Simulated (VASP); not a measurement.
# As in VASP: notebook

As is run at these levels: PBE+D3(BJ); tasks: single point.

All numbers are computed with VASP 6.6.1; they aren't measurements. Logs are shortened: lines on timing, memory, paths and dates and some standing lists are left out, and cuts for length are marked.

## (1) The cell of the first run

The cell holds a slab with vacuum, 2 atoms: a = 3.406 Å, b = 3.406 Å, c = 28.574 Å, α = 90.00°, β = 90.00°, γ = 120.00°.

## (2) Single point, PBE+D3(BJ)

Contents of INCAR:

```
PREC = Accurate
ENCUT = 520
EDIFF = 1E-7
ISMEAR = 0
SIGMA = 0.02
LREAL = F
LASPH = T
NELM = 60
ALGO = Normal
ISIF = 2
LWAVE = F
LCHARG = F
LDIPOL = T
IDIPOL = 3
DIPOL = 0.5 0.5 0.500
GGA = PE
IVDW = 12
NBANDS = 12
```

Contents of KPOINTS:

```
regular mesh
0
Gamma
  9 9 1
```

Contents of POSCAR:

```
As
1.0
    3.4060000000      0.0000000000      0.0000000000
   -1.7030000000      2.9496825253      0.0000000000
    0.0000000000      0.0000000000     28.5742413766
As
2
Direct
    0.3333333333      0.6666666667      0.4738050788
    0.6666666667      0.3333333333      0.5261949212
```

Potentials or basis: VASP PAW PBE potentials, release 64 (As).

Run with:

```bash
> cat potpaw_PBE.64/As/POTCAR > POTCAR
> mpirun -np 1 vasp_std > vasp.out
```

OUTCAR:

```text
PREC = Accurate
   ENCUT = 520
   EDIFF = 1E-7
   ISMEAR = 0
   LREAL = F
   LASPH = T
   NELM = 60
   ISIF = 2
   GGA = PE
   IVDW = 12
 IVDW          = 12

 ion  position               nearest neighbor table
   1  0.333  0.667  0.474-   2 2.47   2 2.47   2 2.47
   2  0.667  0.333  0.526-   1 2.47   1 2.47   1 2.47

  LATTYP: Found a hexagonal cell.
 ALAT       =     3.4060000000
 C/A-ratio  =     8.3893838452

  Lattice vectors:

 A1 = (   3.4060000000,   0.0000000000,   0.0000000000)
 A2 = (  -1.7030000000,   2.9496825253,   0.0000000000)
 A3 = (   0.0000000000,   0.0000000000,  28.5742413766)

Analysis of symmetry for initial positions (statically):
=====================================================================
 Subroutine PRICEL returns:
 Original cell was already a primitive cell.

 Routine SETGRP: Setting up the symmetry group for a
 hexagonal supercell.

 Subroutine GETGRP returns: Found 12 space group operations
 (whereof 12 operations were pure point group operations)
 out of a pool of 24 trial point group operations.

The static configuration has the point symmetry D_3d.

Analysis of symmetry for dynamics (positions and initial velocities):
=====================================================================
 Subroutine PRICEL returns:
 Original cell was already a primitive cell.

 Routine SETGRP: Setting up the symmetry group for a
 hexagonal supercell.

 Subroutine GETGRP returns: Found 12 space group operations
 (whereof 12 operations were pure point group operations)
 out of a pool of 24 trial point group operations.

The dynamic configuration has the point symmetry D_3d.

 Subroutine INISYM returns: Found 12 space group operations
 (whereof 12 operations are pure point group operations),
 and found     1 'primitive' translations

----------------------------------------------------------------------------------------

                                     Primitive cell

  volume of cell :     287.0745

  direct lattice vectors                    reciprocal lattice vectors
     3.406000000  0.000000000  0.000000000     0.293599530  0.169509768  0.000000000
    -1.703000000  2.949682525  0.000000000     0.000000000  0.339019536  0.000000000
     0.000000000  0.000000000 28.574241377     0.000000000  0.000000000  0.034996555

  length of vectors
     3.406000000  3.406000000 28.574241377     0.339019536  0.339019536  0.034996555

  position of ions in fractional coordinates (direct lattice)
     0.333333333  0.666666667  0.473805079
     0.666666667  0.333333333  0.526194921

  ion indices of the primitive-cell ions
[... 78 lines left out ...]
   EFERMI_NEDOS =   21; number of points for ismear=-14 and -15
   IALGO  =     38    algorithm
   IMIX   =      4    mixing-type and parameters
     AMIX     =   0.40;   BMIX     =  1.00
     AMIX_MAG =   1.60;   BMIX_MAG =  1.00
  volume/ion in A,a.u.               =     143.54       968.64
  Fermi-wavevector in a.u.,A,eV,Ry     =   0.534659  1.010358  3.889360  0.285860
  Thomas-Fermi vector in A             =   1.559165
   LORBIT       =      0    0 simple, 1 ext, 2 COOP (PROOUT), +10 PAW based schemes
   GGA     = PE    functional components
   LHFCALC =     F    Hartree Fock is set to
   AEXX    =    0.0000 exact exchange contribution
   IVDW    =    12    specifies the selected vdW correction
   LEPSILON=     F    determine dielectric tensor
   LRPA    =     F    only Hartree local field effects (RPA)
 non-spin polarized calculation
 Gauss-broadening in eV      SIGMA  =   0.02
  energy-cutoff  :      520.00
  volume of cell :      287.07
 maximum number of plane-waves:      7763
 NGX is ok and might be reduce to    28
   NGX = 13   NGY = 13   NGZ =107

 number of electron      10.0000001 magnetization

 dipolmoment           0.000000      0.000000     -0.000000 electrons x Angstroem

 Free energy of the ion-electron system (eV)
  ---------------------------------------------------
  ext. energy  EPLUGINS =         0.00000000
  ---------------------------------------------------
  free energy    TOTEN  =        -9.16154903 eV

  energy without entropy =       -9.16154903  energy(sigma->0) =       -9.16154903

 E-fermi :  -2.7096     XC(G=0):  -1.9400

 val. band max:       -2.8249865549   @ k =   0.0000   0.0000   0.0000
 cond. band min:      -2.2906799963   @ k =   0.3333   0.3333   0.0000
 fundamental gap:      0.5343065586
 Fermi energy:        -2.7096011760

 k-point     1 :       0.0000    0.0000    0.0000
  band No.  band energies     occupation
      1     -17.7154      2.00000
      2     -11.4718      2.00000
      3      -5.0090      2.00000
      4      -2.8250      2.00000
      5      -2.8250      2.00000
      6      -0.6186      0.00000
      7       0.4759      0.00000
      8       0.4759      0.00000
      9       1.0659      0.00000
     10       1.1675      0.00000
     11       1.5658      0.00000
     12       1.8342      0.00000
[... 151 lines left out ...]
 k-point    12 :       0.3333    0.3333    0.0000
  band No.  band energies     occupation
      1     -13.5553      2.00000
      2     -13.5553      2.00000
      3      -8.2992      2.00000
      4      -5.9690      2.00000
      5      -5.9690      2.00000
      6      -2.2907      0.00000
      7       0.6810      0.00000
      8       0.6810      0.00000
      9       4.3639      0.00000
     10       5.9469      0.00000
     11       5.9469      0.00000
     12       6.4129      0.00000

------------------------ aborting loop because EDIFF is reached ----------------------------------------

 vacuum level on the upper side and lower side of the slab       (xc-potential included)        -0.008        -0.008

 Edisp (eV)   -0.46329

 E8    (eV) :    -0.2095

  FORCE on cell =-STRESS in cart. coord.  units (eV):
  Direction    XX          YY          ZZ          XY          YZ          ZX
  --------------------------------------------------------------------------------------
  -------------------------------------------------------------------------------------
  Total       2.05882     2.05882    -0.96533     0.00000     0.00000    -0.00000
  in kB      11.49037    11.49037    -5.38755     0.00000     0.00000    -0.00000
  external pressure =        5.86 kB  Pullay stress =        0.00 kB

 VOLUME and BASIS-vectors are now :
 -----------------------------------------------------------------------------
  energy-cutoff  :      520.00
  volume of cell :      287.07
      direct lattice vectors                 reciprocal lattice vectors
     3.406000000  0.000000000  0.000000000     0.293599530  0.169509768  0.000000000
    -1.703000000  2.949682525  0.000000000     0.000000000  0.339019536  0.000000000
     0.000000000  0.000000000 28.574241377     0.000000000  0.000000000  0.034996555

 POSITION                                       TOTAL-FORCE (eV/Angst)
 -----------------------------------------------------------------------------------
     -0.00000      1.96646     13.53862        -0.000000      0.000000      0.643370
      1.70300      0.98323     15.03562         0.000000      0.000000     -0.643370
 -----------------------------------------------------------------------------------
    total drift:                               -0.000000      0.000000      0.000000

  FREE ENERGIE OF THE ION-ELECTRON SYSTEM (eV)
  ---------------------------------------------------
  free  energy   TOTEN  =        -9.6248400174 eV

  energy  without entropy=       -9.6248400174  energy(sigma->0) =       -9.62484002

 vacuum level on the upper side and lower side of the slab         1.423         1.423
```

OSZICAR:

```text
N       E                     dE             d eps       ncg     rms          rms(c)
DAV:   1     0.675470138460E+02    0.67547E+02   -0.27974E+03   288   0.539E+02
DAV:   2    -0.287824611347E+01   -0.70425E+02   -0.61481E+02   468   0.882E+01
DAV:   3    -0.912594389034E+01   -0.62477E+01   -0.62376E+01   396   0.373E+01
[... 13 lines left out ...]
DAV:  17    -0.916154501954E+01   -0.92734E-05   -0.43458E-07   336   0.141E-03    0.403E-04
DAV:  18    -0.916154779690E+01   -0.27774E-05   -0.67419E-08   388   0.620E-04    0.991E-05
DAV:  19    -0.916154877011E+01   -0.97321E-06   -0.16443E-08   384   0.344E-04    0.224E-04
DAV:  20    -0.916154899016E+01   -0.22006E-06   -0.12044E-09   352   0.153E-04    0.484E-05
DAV:  21    -0.916154902726E+01   -0.37096E-07    0.34176E-10   300   0.507E-05
   1 F= -.96248400E+01 E0= -.96248400E+01  d E =-.976625E-18
```

It took 1.9 min on 1 thread of Intel Xeon Platinum 8259CL at 2.50GHz (Skylake/Cascade Lake), shared host; peak memory 0.42 GiB.

Results:

```yaml
Free_energy: -9.6248 eV
Largest_force: 0.643 eV/Å
Band_gap_on_the_k_mesh: 0.53 eV, indirect (least direct gap 2.21 eV)
Dispersion_energy_per_atom: -0.232 eV
```

Forces in eV/Å, atoms in the order of the input:
```
As   0.000  0.000  0.643
As   0.000  0.000 -0.643
```

Levels at points of the mesh, in eV from the valence-band top:
```tsv
k point	band 3	band 4	band 5	band 6	band 7	band 8
(0.00, 0.00, 0.00)	-2.18	0.00	0.00	2.21	3.30	3.30
```

## (3) Single point, PBE+D3(BJ)

Contents of INCAR:

```
  ALGO = Normal
  DIPOL = 0.5 0.5 0.500
  EDIFF = 1E-6
  ENCUT = 520
  GGA = PE
  IDIPOL = 3
  ISIF = 2
  ISMEAR = 0
  IVDW = 12
  LASPH = T
  LCHARG = T
  LDIPOL = T
  LELF = T
  LREAL = F
  LVACPOTAV = T
  LVHAR = T
  LWAVE = F
  NBANDS = 12
  NELM = 100
  PREC = Accurate
  SIGMA = 0.02
```

Contents of KPOINTS:

```
k-points
0
Gamma
  9 9 1
```

Contents of POSCAR:

```
As
1.0
    3.4060000000      0.0000000000      0.0000000000
   -1.7030000000      2.9496825253      0.0000000000
    0.0000000000      0.0000000000     28.5742413766
As
2
Direct
    0.3333333333      0.6666666667      0.4633236107
    0.6666666667      0.3333333333      0.5366763893
```

Potentials or basis: VASP PAW PBE potentials, release 64 (As).

Run with:

```bash
> cat potpaw_PBE.64/As/POTCAR > POTCAR
> mpirun -np 1 vasp_std > vasp.out
```

Wall time 92 s (1 thread of Intel Xeon Platinum 8259CL at 2.50GHz (Skylake/Cascade Lake), shared host); peak memory 0.41 GiB.

It converged, with:

| Property | Result |
| --- | --- |
| Free energy | -8.2389 eV |
| Largest force | 2.089 eV/Å |
| Band gap on the k mesh | zero (band 5 reaches -1.16 eV, above the bottom of band 6 at -3.57 eV) |
| Dispersion energy per atom | -0.220 eV |

Forces on the atoms (eV/Å):
```
As   0.000  0.000  2.089
As   0.000  0.000 -2.089
```

Levels at points of the mesh, in eV from the Fermi level:
| k point | band 2 | band 3 | band 4 | band 5 | band 6 | band 7 | band 8 | band 9 |
| --- | --- | --- | --- | --- | --- | --- | --- | --- |
| (0.00, 0.00, 0.00) | -9.96 | -3.10 | 1.36 | 1.69 | 1.69 | 3.24 | 3.24 | 3.89 |

## (4) Single point, PBE+D3(BJ)

This run uses another cell than the first one, of 148.38 Å³/atom, 1.034 times its volume.

Contents of INCAR:

```
PREC = Accurate ; ENCUT = 520
EDIFF = 1E-7 ; ISMEAR = 0
SIGMA = 0.02 ; LREAL = False
LASPH = True ; NELM = 100
ALGO = Normal ; ISIF = 2
LWAVE = False ; LCHARG = False
LDIPOL = True ; IDIPOL = 3
DIPOL = 0.5 0.5 0.500 ; GGA = PE
IVDW = 12 ; NBANDS = 12
```

Contents of KPOINTS:

```
Automatic mesh
0
Gamma
  9 9 1
```

Contents of POSCAR:

```
As
1.0
    3.4630000000      0.0000000000      0.0000000000
   -1.7315000000      2.9990459733      0.0000000000
    0.0000000000      0.0000000000     28.5742413766
As
2
Direct
    0.3333333333      0.6666666667      0.4895185319
    0.6666666667      0.3333333333      0.5104814681
```

Run with:

```bash
> cat potpaw_PBE.64/As/POTCAR > POTCAR
> mpirun -np 1 vasp_std > vasp.out
```

Run time: 2 min. Hardware: 1 thread of Intel Xeon Platinum 8259CL at 2.50GHz (Skylake/Cascade Lake), shared host; peak memory 0.42 GiB.

It converged, with:

- Free energy: -5.3342 eV
- Largest force: 7.262 eV/Å
- Band gap on the k mesh: zero (band 5 reaches -1.89 eV, above the bottom of band 6 at -3.50 eV)
- Dispersion energy per atom: -0.234 eV

Forces in eV/Å, atoms in the order of the input:
```
As   0.000  0.000 -7.262
As   0.000  0.000  7.262
```

Levels at points of the mesh, in eV from the Fermi level:
| k point | band 3 | band 4 | band 5 | band 6 | band 7 | band 8 |
| --- | --- | --- | --- | --- | --- | --- |
| (0.00, 0.00, 0.00) | -4.30 | -4.30 | -0.88 | 0.50 | 1.47 | 1.47 |
